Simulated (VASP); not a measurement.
Runs of VASP 6.6.1 on Mg. It takes space group P6/mmm (No. 191, hexagonal). The conventional cell has a = 3.050 Å, b = 3.050 Å, c = 3.045 Å, α = 90.00°, β = 90.00°, γ = 120.00°. Within 4.0 Å of Mg (site symmetry 6/mmm) lie 8 Mg at 3.04 to 3.05 Å. 

| level | potentials or basis | k mesh | cutoff (eV) | smearing | gap on the mesh (eV) | pressure (GPa) |
| --- | --- | --- | --- | --- | --- | --- |
| PBE | VASP PAW PBE potentials, release 64 (Mg) | 4 × 1 × 8 | 520 | gaussian 0.1 eV | none | (a) |
| revPBE | VASP PAW PBE potentials, release 64 (Mg) | 9 × 9 × 8 | 520 | tetrahedron | none | 2.5 |
| LDA | VASP PAW LDA potentials, release 64 (Mg) | 3 × 3 × 4 | 600 | gaussian 0.1 eV | none | (b) |
| PBE | VASP PAW PBE potentials, release 64 (Mg) | 7 × 1 × 1, shifted | 600 | gaussian 0.1 eV | none | 6.5 |
| PBE | VASP PAW PBE potentials, release 64 (Mg) | 9 × 9 × 8 | 520 | gaussian 0.1 eV | none | 1.2 |
| BLYP | VASP PAW PBE potentials, release 64 (Mg) | 3 × 5 × 2 | 520 | methfessel-paxton 0.1 eV | none | 4.0 |
| PBE | VASP PAW PBE potentials, release 64 (Mg) | 9 × 9 × 8 | 520 | gaussian 0.045 eV | none | 1.2 |

Alike in all rows: task single point; no spin polarisation; cell as given.

Task: Fill in the values left out.

Result: (a) -7.2; (b) -0.9.

Caveats: some runs use coarse meshes; the PAW data sets were made with another functional, which shifts forces and pressure a little (some runs).

A gap of «none» marks levels without a gap at the run's occupations.
